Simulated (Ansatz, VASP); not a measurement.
## AgSn2SeI3 in VASP and in Ansatz

The input INCAR:

```
PREC = Accurate ; ENCUT = 520
EDIFF = 1E-6 ; ISMEAR = 0
SIGMA = 0.1 ; LREAL = F
LASPH = T ; NELM = 80
ALGO = Normal ; ISIF = 2
LWAVE = F ; LCHARG = F
GGA = PE ; NBANDS = 42
```

KPOINTS

```
Automatic mesh
0
Gamma
  4 2 2
```

Contents of POSCAR:

```
AgSn2SeI3
1.0
   -4.0236868492      0.0000000000      0.0000000000
    0.0000000000      5.1921111241      6.1249692459
    0.0000000000      5.1921111241     -6.1249692459
Ag Sn Se I
1 2 1 3
Direct
    1.0000000000      0.9996903452      0.0003096548
    0.5000000000      0.5170749865      0.0810446239
    0.5000000000      0.9189553761      0.4829250135
    1.0000000000      0.7906484096      0.2093515904
    1.0000000000      0.2245293869      0.7754706131
    0.0000000000      0.3327640558      0.2836625700
    1.0000000000      0.7163374300      0.6672359442
```

Input for Ansatz:

```yaml
crystal:
  lattice:
    - [-4.0236868492, 0.0, 0.0]
    - [0.0, 5.1921111241, 6.1249692459]
    - [0.0, 5.1921111241, -6.1249692459]
  atoms:
    - { symbol: Ag, position: [1.0, 0.9996903452, 0.0003096548] }
    - { symbol: Sn, position: [0.5, 0.5170749865, 0.0810446239] }
    - { symbol: Sn, position: [0.5, 0.9189553761, 0.4829250135] }
    - { symbol: Se, position: [1.0, 0.7906484096, 0.2093515904] }
    - { symbol: I, position: [1.0, 0.2245293869, 0.7754706131] }
    - { symbol: I, position: [0.0, 0.3327640558, 0.28366257] }
    - { symbol: I, position: [1.0, 0.71633743, 0.6672359442] }
basis:
  ecutwfc: 420
kpoints:
  mp_grid: { grid: [4, 2, 2] }
hamiltonian:
  xc: pbe
scf:
  occupations: { method: gaussian, width: 0.1 }
  lower_state_search: "off"
output:
  forces: true
  stress: true
  eigenvalues: true
```

Alike in both runs: task single point; functional PBE; k mesh 4 × 2 × 2; occupations gaussian, width 0.1 eV; no spin polarisation.

```csv
,VASP,Ansatz
version,VASP 6.6.1,Ansatz 0.2.0
potentials or method,"VASP PAW PBE potentials, release 64 (Ag, Sn_d, Se, I), cutoff 520 eV","scalar-relativistic, plane waves, PAW"
valence electrons in the cell,66,114
```

```tsv
	VASP	Ansatz	Ansatz less VASP
gap on the k mesh at the Fermi level (eV)	1.02	1.02	-0.002
least direct gap on the mesh (eV)	1.24	1.24	+0.002
pressure (GPa)	0.1	0.1	+0.01
traceless stress, the component that is largest in VASP (GPa)	0.16	0.16	-0.006
rms of the force components (eV/Å)	0.015	0.016	+0.0009
```

Atom by atom the forces differ by 0.004 eV/Å (rms over components). VASP's potentials hold 66 valence electrons a cell and Ansatz's 114, so a difference there can come from the potentials and not from the codes.

Neither program's run includes spin-orbit coupling.
